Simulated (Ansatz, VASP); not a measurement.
# NbCd3: VASP beside Ansatz

```
CELL_PARAMETERS angstrom
4.21500 0.00000 0.00000
0.00000 4.21500 0.00000
0.00000 0.00000 4.21500
ATOMIC_POSITIONS crystal
Nb 0.00000 0.00000 0.00000
Cd 0.00000 0.50000 0.50000
Cd 0.50000 0.00000 0.50000
Cd 0.50000 0.50000 0.00000
```

Alike in both runs: task single point; functional RPBE; k mesh 5 × 5 × 5; occupations fermi-dirac, width 0.1 eV; no spin polarisation.

```csv
,VASP,Ansatz
version,VASP 6.6.1,Ansatz 0.2.0
potentials or method,"VASP PAW PBE potentials, release 64 (Nb_sv, Cd), cutoff 520 eV","plane waves, PAW"
valence electrons in the cell,49,73
```

```tsv
	VASP	Ansatz	Ansatz less VASP
pressure (GPa)	11.2	10.6	-0.54
```

VASP's potentials were made for PBE, not for RPBE. VASP's potentials hold 49 valence electrons a cell and Ansatz's 73, so a difference there can come from the potentials and not from the codes.
